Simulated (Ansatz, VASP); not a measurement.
# One calculation of Al3GaSb4, two programs

File POSCAR:

```
Al3GaSb4
1.0
   -3.1112432000      3.1112432000      6.2225244000
    3.1112432000     -3.1112432000      6.2225244000
    3.1112432000      3.1112432000     -6.2225244000
Al Ga Sb
3 1 4
Direct
    0.5000000000      0.5000000000      0.0000000000
    0.2500000000      0.7500000000      0.5000000000
    0.7500000000      0.2500000000      0.5000000000
    0.0000000000      0.0000000000      0.0000000000
    0.6252060000      0.6252060000      0.5004640000
    0.1247420000      0.1247420000      0.4995360000
    0.8752580000      0.3747940000      0.0000000000
    0.3747940000      0.8752580000      0.0000000000
```

INCAR.step1

```
SYSTEM = Al3GaSb4
PREC = Accurate ; ENCUT = 520
ISMEAR = 0 ; SIGMA = 0.02
LREAL = .False. ; LASPH = .True.
NELM = 60 ; NBANDS = 31
GGA = PE ; ALGO = Normal
EDIFF = 1E-4 ; LWAVE = .True.
LCHARG = .False.
```

The input INCAR.step2:

```
SYSTEM = Al3GaSb4
PREC = Accurate ; ENCUT = 520
EDIFF = 1E-6 ; ISMEAR = 0
SIGMA = 0.02 ; LREAL = .False.
LASPH = .True. ; NELM = 60
ALGO = Normal ; ISIF = 2
LWAVE = .False. ; LCHARG = .False.
METAGGA = R2SCAN ; LMIXTAU = .True.
NBANDS = 31 ; ISTART = 1
```

File KPOINTS:

```
regular mesh
0
Gamma
  6 6 6
  0 0 0
```

Input for Ansatz:

```yaml
crystal:
  lattice:
    - [-3.1112432, 3.1112432, 6.2225244]
    - [3.1112432, -3.1112432, 6.2225244]
    - [3.1112432, 3.1112432, -6.2225244]
  atoms:
    - { symbol: Al, position: [0.5, 0.5, 0.0] }
    - { symbol: Al, position: [0.25, 0.75, 0.5] }
    - { symbol: Al, position: [0.75, 0.25, 0.5] }
    - { symbol: Ga, position: [0.0, 0.0, 0.0] }
    - { symbol: Sb, position: [0.625206, 0.625206, 0.500464] }
    - { symbol: Sb, position: [0.124742, 0.124742, 0.499536] }
    - { symbol: Sb, position: [0.875258, 0.374794, 0.0] }
    - { symbol: Sb, position: [0.374794, 0.875258, 0.0] }
basis:
  ecutwfc: 500
kpoints:
  mp_grid: { grid: [6, 6, 6] }
  band_path:
    path:
      - [[0.0, 0.0, 0.0], [0.0, 0.0, 0.5], [0.25, 0.25, 0.25], [0.0, 0.5, 0.0], [0.0, 0.0, 0.0], [0.5, 0.5, -0.5], [0.31249924, 0.68750076, -0.31249924]]
      - [[-0.31249924, 0.31249924, 0.31249924], [0.0, 0.0, 0.0]]
      - [[0.0, 0.0, 0.5], [-0.12499847, 0.12499847, 0.5]]
      - [[0.5, 0.5, -0.12499847], [0.5, 0.5, -0.5]]
    npoints: 14
hamiltonian:
  xc: r2scan
scf:
  occupations: { method: gaussian, width: 0.02 }
  n_extra_bands: 20
output:
  forces: true
  stress: true
  eigenvalues: true
  populations: true
  dos: { projected: true, de: 0.02, nscf_kmesh: { grid: [9, 9, 9] } }
  bader: true
  write_density: true
  write_potential: true
  elf: true
  volumetric_format: npy
```

Alike in both runs: task single point; functional r2SCAN; k mesh 6 × 6 × 6; occupations gaussian, width 0.02 eV; no spin polarisation.

```csv
,VASP,Ansatz
version,VASP 6.6.1,Ansatz 0.2.0
potentials or method,"VASP PAW PBE potentials, release 64 (Al, Ga_d, Sb), cutoff 520 eV","scalar-relativistic, plane waves, PAW"
valence electrons in the cell,42,82
```

VASP gave:

| Item | Value |
| --- | --- |
| gap on the k mesh at the Fermi level (eV) | 1.04 |
| least direct gap on the mesh (eV) | 1.23 |
| pressure (GPa) | -1.3 |
| rms of the force components (eV/Å) | 0.023 |

Q: Estimate Ansatz's values.

A: gap on the k mesh at the Fermi level (eV): 1.05; least direct gap on the mesh (eV): 1.24; pressure (GPa): -1.4; rms of the force components (eV/Å): 0.021.

VASP's potentials were made for PBE, not for r2SCAN. Atom by atom the forces differ by 0.002 eV/Å (rms over components). VASP's potentials hold 42 valence electrons a cell and Ansatz's 82, so a difference there can come from the potentials and not from the codes.

Neither program's run includes spin-orbit coupling.
